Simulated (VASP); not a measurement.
Input of a VASP 6.6.1 run:

File POSCAR:

```
SnO2
1.0
   -1.9995434671      2.1994978138      5.1020851544
    1.9995434671     -2.1994978138      5.1020851544
    1.9995434671      2.1994978138     -5.1020851544
Sn O
2 4
Direct
    0.7500000000      0.2500000000      0.5000000000
    0.0000000000      0.0000000000      0.0000000000
    0.7963663280      0.7963663280      0.0000000000
    0.9536336720      0.4536336720      0.5000000000
    0.2036336720      0.2036336720      0.0000000000
    0.5463663280      0.0463663280      0.5000000000
```

File INCAR.step1:

```
ALGO     = Normal         # electronic algorithm
EDIFF    = 1E-4           # SCF threshold, eV
ENCUT    = 520            # plane-wave cutoff, eV
GGA      = PE             # functional
ISMEAR   = 0              # smearing method
LASPH    = True           # aspherical terms in the spheres
LCHARG   = False          # write CHGCAR
LREAL    = False          # projectors in reciprocal space
LWAVE    = True           # write WAVECAR
NBANDS   = 35             # bands
NELM     = 60             # most SCF steps
PREC     = Accurate       # precision mode
SIGMA    = 0.05           # smearing width, eV
```

Contents of INCAR.step2:

```
ALGO     = Normal         # electronic algorithm
EDIFF    = 1E-6           # SCF threshold, eV
ENCUT    = 520            # plane-wave cutoff, eV
ISIF     = 2              # what is computed and relaxed
ISMEAR   = 0              # smearing method
ISTART   = 1            
LASPH    = True           # aspherical terms in the spheres
LCHARG   = False          # write CHGCAR
LMIXTAU  = True         
LREAL    = False          # projectors in reciprocal space
LWAVE    = False          # write WAVECAR
METAGGA  = R2SCAN         # meta-GGA
NBANDS   = 35             # bands
NELM     = 60             # most SCF steps
PREC     = Accurate       # precision mode
SIGMA    = 0.05           # smearing width, eV
```

The input KPOINTS:

```
k-points
0
Gamma
  10 10 10
```

Potentials or basis: VASP PAW PBE potentials, release 64 (Sn_d, O).

Launch:

```console
$ cat potpaw_PBE.64/Sn_d/POTCAR potpaw_PBE.64/O/POTCAR > POTCAR
$ cp INCAR.step1 INCAR
$ mpirun -np 1 vasp_std > vasp.out
$ cp INCAR.step2 INCAR
$ mpirun -np 1 vasp_std > vasp.out
```

Problem. What does it give for the largest force?

Solution. 1.682 eV/Å.

Problem. What does it give for the band gap on the k mesh?

Solution. 1.48 eV (least direct gap 1.55 eV).

Problem. Predict the pressure.

Solution. -10.4 GPa.

Stress tensor (GPa, compression positive):
```
 -0.38   0.00   0.00
  0.00 -22.46   0.00
  0.00   0.00  -8.21
```

Caveat: the cell differs from its parent crystal (strain +0.1000 x Voigt [0, 1, 0, 0, 0, 0]); the stress differs along the axes, from -22 to -0 GPa; the PAW data sets were made with another functional, which shifts forces and pressure a little; spin-orbit coupling is left out, which moves the levels of the heavy elements. A k mesh can miss the band edges.
